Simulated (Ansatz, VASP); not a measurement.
Ge: VASP beside Ansatz

Contents of INCAR:

```
SYSTEM = Ge
PREC = Accurate ; ENCUT = 520
EDIFF = 1E-7 ; ISMEAR = 0
SIGMA = 0.1 ; LREAL = .FALSE.
LASPH = .TRUE. ; NELM = 100
ALGO = Normal ; ISIF = 2
LWAVE = .FALSE. ; LCHARG = .FALSE.
LDIPOL = .TRUE. ; IDIPOL = 3
DIPOL = 0.5 0.5 0.500 ; NBANDS = 21
```

Contents of KPOINTS:

```
regular mesh
0
G
  12 12 1
  0 0 0
```

Contents of POSCAR:

```
Ge
1.0
    3.7680000000      0.0000000000      0.0000000000
   -1.8840000000      3.2631837215      0.0000000000
    0.0000000000      0.0000000000     28.0000000000
Ge
2
Direct
    0.3333333333      0.6666666667      0.5153035714
    0.6666666667      0.3333333333      0.4846964286
```

Input for Ansatz:

```yaml
crystal:
  lattice:
    - [3.768, 0.0, 0.0]
    - [-1.884, 3.2631837215, 0.0]
    - [0.0, 0.0, 28.0]
  atoms:
    - { symbol: Ge, position: [0.3333333333, 0.6666666667, 0.5153035714] }
    - { symbol: Ge, position: [0.6666666667, 0.3333333333, 0.4846964286] }
  periodic: [true, true, false]
basis:
  ecutwfc: 420
kpoints:
  mp_grid: { grid: [12, 12, 1] }
hamiltonian:
  xc: lda
  pseudopotentials: { kind: paw, azcp: { folder: soft_1 } }
scf:
  occupations: { method: gaussian, width: 0.1 }
output:
  forces: true
  stress: true
  eigenvalues: true
```

Alike in both runs: task single point; functional LDA; k mesh 12 × 12 × 1; occupations gaussian, width 0.1 eV; no spin polarisation.

|  | VASP | Ansatz |
| --- | --- | --- |
| version | VASP 6.6.1 | Ansatz 0.2.0 |
| potentials or method | VASP PAW LDA potentials, release 64 (Ge_d), cutoff 520 eV | scalar-relativistic, plane waves, PAW |
| valence electrons in the cell | 28 | 28 |

Ansatz gave:

| Quantity | Value |
| --- | --- |
| gap on the k mesh at the Fermi level (eV) | none |
| rms of the force components (eV/Å) | 0.277 |

Q: What did VASP give for the same quantities?

A: gap on the k mesh at the Fermi level (eV): none; rms of the force components (eV/Å): 0.264.

Ansatz warns that its potentials were made for another functional, while VASP's fit it. LDA's correlation is that of Perdew and Zunger in VASP and of Perdew and Wang (1992) in Ansatz. Atom by atom the forces differ by 0.013 eV/Å (rms over components). A gap of «none» marks a metal or a gap that the smearing closes.
